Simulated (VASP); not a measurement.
Runs of VASP 6.6.1 on Ti. The structure is that of space group Im-3m (No. 229), or close to it. The cells are those of the table. 

```csv
cell,gap on the mesh (eV),pressure (GPa)
"a = 3.070 Å, angles 109.5°, 1 atom",none,-18.2
"a = 3.032 Å, angles 108.5, 108.5, 111.5°, 1 atom",none,-16.4
"a = 2.994 Å, angles 110.5, 110.5, 107.4°, 1 atom",none,-14.5
"a = 2.615 Å, angles 109.5°, 1 atom",none,(a)
"a = 2.956 Å, angles 109.5°, 1 atom",none,-12.2
"a = 2.729 Å, angles 109.5°, 1 atom",none,(b)
```

Alike in all rows: task single point; level r2SCAN; potentials or basis VASP PAW PBE potentials, release 64 (Ti_sv); no spin polarisation; k mesh 20 × 20 × 20; cutoff (eV) 520; smearing gaussian 0.15 eV.

Fill in the values left out.

(a) 35.7; (b) 12.8.

Caveats: the PAW data sets were made with another functional, which shifts forces and pressure a little.

A gap of «none» marks levels without a gap at the run's occupations.
